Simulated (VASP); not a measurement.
Write the native input for VASP 6.6.1 that does the following.

```
Task                   : single point
Functional             : PBE
Potentials or basis    : VASP PAW PBE potentials, release 64 (Te, P)
Cutoff                 : 520 eV
k mesh                 : 4 × 4 × 4
Occupations            : gaussian, width 0.1 eV
Spin                   : no spin polarisation
Dipole correction      : no
Further INCAR settings : ALGO = Normal; EDIFF = 1e-07; NBANDS = 25
```

The structure of TeP2 lies in POSCAR:

```
TeP2
1.0
    5.5710898953     -2.4172605170      0.0000000000
    5.5710898953      2.4172605170      0.0000000000
    0.0000000000      0.0000000000      4.7913381594
Te P
2 4
Direct
    0.7501351492      0.2498648508      0.7500000000
    0.2498648508      0.7501351492      0.2500000000
    0.5065499769      1.0065737237      0.7500000000
   -0.0065737237      0.4934500231      0.7500000000
    1.0065737237      0.5065499769      0.2500000000
    0.4934500231     -0.0065737237      0.2500000000
```

The cell was generated, and may not be a known phase.

The input as run:

INCAR

```
ALGO = Normal
EDIFF = 1E-7
ENCUT = 520
GGA = PE
ISIF = 2
ISMEAR = 0
LASPH = T
LCHARG = T
LELF = T
LREAL = F
LVHAR = T
LWAVE = F
NBANDS = 25
NELM = 60
PREC = Accurate
SIGMA = 0.1
```

KPOINTS

```
k-points
0
Gamma
  4 4 4
```

Potentials or basis: VASP PAW PBE potentials, release 64 (Te, P).

Command:

```console
$ cat potpaw_PBE.64/Te/POTCAR potpaw_PBE.64/P/POTCAR > POTCAR
$ mpirun -np 1 vasp_std > vasp.out
```

It gave:

```json
{
  "Pressure": "-0.1 GPa",
  "Largest force": "0.005 eV/Å",
  "Band gap on the k mesh": "zero (bands 16 and 17 overlap by 1.23 eV)"
}
```

Caveat: spin-orbit coupling is left out, which moves the levels of the heavy elements.

Run time: 100 s on 1 thread of Intel(R) Xeon(R) Platinum 8488C (Sapphire Rapids), with other jobs on the host, peak memory 0.28 GiB.
